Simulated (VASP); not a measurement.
Set up this calculation in VASP 6.6.1, as the native input.

```
Task                   : relaxation of cell and atoms
Functional             : LDA
Potentials or basis    : VASP PAW LDA potentials, release 64 (Ti_sv)
Cutoff                 : 600 eV
k mesh                 : 16 × 16 × 10
Occupations            : gaussian, width 0.1 eV
Spin                   : no spin polarisation
Dipole correction      : no
Further INCAR settings : ALGO = Fast; EDIFF = 1e-06; IBRION = 2; EDIFFG = -0.005; NSW = 80; ISIF = 3
```

The structure of Ti lies in POSCAR:

```
Ti
1.0
    2.9500000000      0.0000000000      0.0000000000
   -1.4750000000      2.5547749412      0.0000000000
    0.0000000000      0.0000000000      4.6800000000
Ti
2
Direct
    0.3333333333      0.6666666667      0.2500000000
    0.6666666667      0.3333333333      0.7500000000
```

The input as run:

INCAR

```
SYSTEM = Ti
PREC = Accurate
ENCUT = 600
EDIFF = 1E-6
ISMEAR = 0
SIGMA = 0.1
LREAL = .FALSE.
LASPH = .TRUE.
NELM = 60
ALGO = Fast
ISIF = 3
LWAVE = .FALSE.
LCHARG = .FALSE.
IBRION = 2
NSW = 80
EDIFFG = -0.005
```

KPOINTS

```
Automatic mesh
0
G
  16 16 10
  0 0 0
```

Potentials or basis: VASP PAW LDA potentials, release 64 (Ti_sv).

Launch:

```bash
$ cat potpaw_LDA.64/Ti_sv/POTCAR > POTCAR
$ mpirun -np 1 vasp_std > vasp.out
```

It gave:

```yaml
Relaxed_volume: 16.08 Å³/atom
Relaxed_cell: a = 2.862 Å, b = 2.862 Å, c = 4.533 Å, α = 90.00°, β = 90.00°, γ = 120.00°
Space_group_after_relaxing_to_0.1_Å: P6_3/mmc (No. 194)
Energy_gained_by_relaxing: 51.8 meV/atom
Ionic_steps: 6
Pressure_after_relaxing: 0.0 GPa
Band_gap_on_the_k_mesh: zero (bands 12 and 13 overlap by 1.10 eV)
```

Run time: 27 min on 1 thread of Intel Xeon 8259CL, with other jobs on the host, peak memory 0.25 GiB.
